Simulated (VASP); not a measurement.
# H5CCl in VASP: further runs, part 2 of 2

VASP 6.6.1.

## Step 3: Relaxation of the atoms, PBE+D3(BJ)

The input, INCAR:

```
SYSTEM = H5CCl
ALGO     = Normal         ! electronic algorithm
EDIFF    = 1E-6           ! SCF threshold, eV
EDIFFG   = -0.3           ! ionic threshold
ENCUT    = 520            ! plane-wave cutoff, eV
GGA      = PE             ! functional
IBRION   = 2              ! ionic algorithm
ISIF     = 2              ! what is computed and relaxed
ISMEAR   = -1             ! smearing method
IVDW     = 12             ! dispersion correction
LASPH    = .TRUE.         ! aspherical terms in the spheres
LCHARG   = .FALSE.        ! write CHGCAR
LREAL    = Auto         
LWAVE    = .FALSE.        ! write WAVECAR
NELM     = 100            ! most SCF steps
NSW      = 35             ! ionic steps
PREC     = Accurate       ! precision mode
SIGMA    = 0.05           ! smearing width, eV
```

The input, KPOINTS:

```
k-points
0
G
  1 1 1
  0 0 0
```

The input, POSCAR:

```
H5CCl
1.0
    8.5589900000      0.0000000000      0.0000000000
    0.0000000000      8.5589900000      0.0000000000
    0.0000000000      0.0000000000      8.5589900000
C H Cl
5 25 5
Direct
    0.5082142000      0.0571558000      0.3172212000
    0.2636056000      0.5039972000      0.0813137000
    0.7991004000      0.8050417000      0.9575841000
    0.9975006000      0.1231379000      0.2120780000
    0.7284125000      0.2417914000      0.5159489000
    0.5731592000     -0.0346601000      0.3768903000
    0.3874080000      0.0202412000      0.3013604000
    0.5610344000      0.0794937000      0.2035574000
    0.5112555000      0.1635483000      0.3870766000
    0.2985118000      0.5952477000      0.1629429000
    0.2493800000      0.3941235000      0.1440338000
    0.3532067000      0.4905172000     -0.0081197000
    0.1533240000      0.5361005000      0.0263979000
    0.9115450000      0.8275114000      0.9022692000
    0.7054279000      0.8307897000      0.8752986000
    0.7868255000      0.8791186000      1.0603963000
    0.7926033000      0.6827470000      0.9923723000
    0.9967355000      0.1067026000      0.0858334000
    0.8797306000      0.1503671000      0.2520431000
    1.0756835000      0.2190854000      0.2419095000
    1.0378527000      0.0163965000      0.2685261000
    0.8031947000      0.1994748000      0.4220056000
    0.6324564000      0.1600663000      0.5338887000
    0.6816100000      0.3560059000      0.4847560000
    0.7963889000      0.2516187000      0.6231452000
    0.1009713000      0.2810253000      0.9697841000
    0.8468411000      0.4859234000      0.1698079000
    0.4380228000      0.0806658000      0.7070325000
    0.5285954000      0.7481709000      0.6484475000
    1.0457940000      0.6855998000      0.4518586000
    0.0634417000      0.3337905000      0.8349810000
    0.7833930000      0.3655520000      0.1077627000
    0.5373903000      0.0465304000      0.8134535000
    0.3918897000      0.6948625000      0.6773320000
    0.9047293000      0.7016308000      0.4048659000
```

Potentials or basis: VASP PAW PBE potentials, release 64 (C, H, Cl).

On the command line:

```bash
$ cat potpaw_PBE.64/C/POTCAR potpaw_PBE.64/H/POTCAR potpaw_PBE.64/Cl/POTCAR > POTCAR
$ mpirun -np 1 vasp_gam > vasp.out
```

OUTCAR:

```text
SYSTEM = H5CCl
   EDIFF = 1E-6
   EDIFFG = -0.3
   ENCUT = 520
   GGA = PE
   IBRION = 2
   ISIF = 2
   ISMEAR = -1
   IVDW = 12
   LASPH = .TRUE.
   LREAL = Auto
   NELM = 100
   NSW = 35
   PREC = Accurate
 IVDW          = 12

 ion  position               nearest neighbor table
   1  0.508  0.057  0.317-   9 1.09   7 1.09   6 1.09   8 1.09
   2  0.264  0.504  0.081-  13 1.09  12 1.09  11 1.09  10 1.09
   3  0.799  0.805  0.958-  15 1.09  16 1.09  14 1.09  17 1.09
   4  0.998  0.123  0.212-  18 1.09  21 1.09  20 1.09  19 1.09
   5  0.728  0.242  0.516-  23 1.09  25 1.09  22 1.09  24 1.09
   6  0.573  0.965  0.377-   1 1.09
   7  0.387  0.020  0.301-   1 1.09
   8  0.561  0.079  0.204-   1 1.09
   9  0.511  0.164  0.387-   1 1.09
  10  0.299  0.595  0.163-   2 1.09
  11  0.249  0.394  0.144-   2 1.09
[... 22 lines left out ...]
  34  0.392  0.695  0.677-  29 1.28
  35  0.905  0.702  0.405-  30 1.28

[... 447 lines left out ...]
 number of electron      80.0000004 magnetization

------------------------ aborting loop because EDIFF is reached ----------------------------------------
[... 141 lines left out ...]
--------------------------------------- Ionic step       16  -------------------------------------------

 number of electron      80.0000006 magnetization

 Free energy of the ion-electron system (eV)
  ---------------------------------------------------
  ext. energy  EPLUGINS =         0.00000000
  ---------------------------------------------------
  free energy    TOTEN  =      -150.58190257 eV

  energy without entropy =     -150.58190257  energy(sigma->0) =     -150.58190257

 E-fermi :  -3.7732     XC(G=0):  -5.4616

 val. band max:       -4.9952494717   @ k =   0.0000   0.0000   0.0000
 cond. band min:       0.5010036848   @ k =   0.0000   0.0000   0.0000
 fundamental gap:      5.4962531565
 Fermi energy:        -3.7732013620

 k-point     1 :       0.0000    0.0000    0.0000
  band No.  band energies     occupation
      1     -18.9243      2.00000
      2     -18.6584      2.00000
      3     -18.5441      2.00000
      4     -18.4724      2.00000
      5     -18.3930      2.00000
      6     -14.6547      2.00000
[... 44 lines left out ...]
     51       3.6778      0.00000
     52       3.7892      0.00000
 [bands above 52 left out]

------------------------ aborting loop because EDIFF is reached ----------------------------------------

 Edisp (eV)   -1.13662

 E8    (eV) :    -0.2745
[... 58 lines left out ...]
  FREE ENERGIE OF THE ION-ELECTRON SYSTEM (eV)
  ---------------------------------------------------
  free  energy   TOTEN  =      -151.7185231820 eV

  energy  without entropy=     -151.7185231819  energy(sigma->0) =     -151.71852318

 reached required accuracy - stopping structural energy minimisation
```

Wall time 15 min (1 thread of AMD EPYC 7R13, shared host); peak memory 0.6 GiB.

Results:

```yaml
Free_energy: -151.7185 eV
Energy_gained_by_relaxing: 23.9 meV/atom
Ionic_steps: 16
Pressure_after_relaxing: 0.1 GPa
Largest_force_after_relaxing: 0.223 eV/Å
Band_gap_on_the_k_mesh: 5.50 eV
Dispersion_energy_per_atom: -0.032 eV
```

Forces on the atoms (eV/Å):
```
C   -0.037 -0.109 -0.036
C    0.022 -0.004  0.032
C    0.040  0.039 -0.005
C    0.124 -0.050 -0.019
C    0.043  0.137  0.103
H    0.000  0.042  0.014
H   -0.090 -0.001 -0.019
H    0.003  0.058  0.013
H   -0.041 -0.098 -0.121
H    0.025  0.041  0.026
H   -0.012  0.049 -0.038
H   -0.034  0.010  0.019
H    0.050 -0.009  0.046
H    0.005  0.043 -0.033
H    0.077  0.015  0.011
H   -0.011  0.017 -0.026
H    0.022  0.046 -0.048
H   -0.003  0.037 -0.012
H    0.116 -0.048 -0.113
H   -0.068  0.041 -0.054
H   -0.040 -0.088  0.063
H   -0.014 -0.013  0.031
H    0.126  0.058 -0.027
H   -0.083  0.063 -0.042
H    0.006 -0.005  0.059
H    0.015  0.018 -0.007
H   -0.094 -0.030  0.036
H   -0.090  0.053  0.043
H   -0.017  0.015  0.017
H    0.021 -0.013  0.028
Cl   0.094 -0.052 -0.072
Cl   0.003 -0.189  0.117
Cl  -0.135  0.030  0.090
Cl  -0.025 -0.066 -0.052
Cl   0.004 -0.038 -0.022
```

The path:
| step | energy change (eV) | largest force (eV/Å) | pressure (GPa) |
| --- | --- | --- | --- |
| 1 | 0.0000 | 1.0116 | 1.17 |
| 2 | -0.1158 | 0.8832 | 0.46 |
| 3 | -0.1158 | 0.8890 | 0.45 |
| 4 | -0.1927 | 0.8894 | 0.32 |
| 5 | -0.3316 | 0.9138 | -0.06 |
| 6 | -0.2290 | 1.9650 | -0.80 |
| 7 | -0.3522 | 0.9435 | -0.28 |
| 8 | -0.4477 | 0.6435 | -0.07 |
| 9 | -0.5139 | 0.8468 | 0.32 |
| 10 | -0.5918 | 0.5217 | 0.42 |
| 11 | -0.6490 | 0.6134 | 0.62 |
| 12 | -0.7208 | 0.4202 | 0.52 |
| 13 | -0.7631 | 0.8616 | 0.36 |
| 14 | -0.8185 | 0.4330 | 0.22 |
| 15 | -0.8284 | 0.3947 | 0.13 |
| 16 | -0.8379 | 0.2228 | 0.15 |

Final structure:
```cif
data_structure
_symmetry_space_group_name_H-M 'P 1'
_symmetry_Int_Tables_number 1
_cell_length_a 8.5590
_cell_length_b 8.5590
_cell_length_c 8.5590
_cell_angle_alpha 90.000
_cell_angle_beta 90.000
_cell_angle_gamma 90.000
_cell_volume 627.00
loop_
_atom_site_label
_atom_site_type_symbol
_atom_site_fract_x
_atom_site_fract_y
_atom_site_fract_z
_atom_site_occupancy
C1 C 0.49495 0.05083 0.30451 1
C2 C 0.26862 0.51076 0.08858 1
C3 C 0.80345 0.80244 0.95839 1
C4 C 0.00815 0.10966 0.21203 1
C5 C 0.73894 0.25186 0.53194 1
H1 H 0.56349 0.96597 0.37181 1
H2 H 0.37830 0.00297 0.28375 1
H3 H 0.55257 0.07046 0.19204 1
H4 H 0.48737 0.16122 0.36911 1
H5 H 0.30924 0.59916 0.17166 1
H6 H 0.25355 0.39958 0.15108 1
H7 H 0.35625 0.49594 0.99644 1
H8 H 0.15789 0.54878 0.03636 1
H9 H 0.91703 0.82672 0.90453 1
H10 H 0.70943 0.82531 0.87471 1
H11 H 0.78812 0.87726 0.06119 1
H12 H 0.79789 0.68004 0.99368 1
H13 H 0.00902 0.09091 0.08543 1
H14 H 0.88794 0.12957 0.25100 1
H15 H 0.08156 0.20969 0.24428 1
H16 H 0.05609 0.00544 0.26822 1
H17 H 0.80953 0.20630 0.43599 1
H18 H 0.64772 0.16796 0.56240 1
H19 H 0.68626 0.36271 0.49634 1
H20 H 0.81267 0.27178 0.63410 1
H21 H 0.09366 0.28763 0.94751 1
H22 H 0.84209 0.48493 0.17716 1
H23 H 0.42689 0.08883 0.70983 1
H24 H 0.52237 0.74822 0.65093 1
H25 H 0.04644 0.68393 0.45348 1
Cl1 Cl 0.06699 0.30058 0.80012 1
Cl2 Cl 0.73657 0.41775 0.09279 1
Cl3 Cl 0.51947 0.06553 0.82565 1
Cl4 Cl 0.38891 0.68079 0.66675 1
Cl5 Cl 0.90577 0.69787 0.40227 1
```

Caveat: the k points lie up to 0.73 Å⁻¹ apart; the relaxation stopped at a loose force limit of 0.3 eV/Å, so its end isn't a converged minimum.
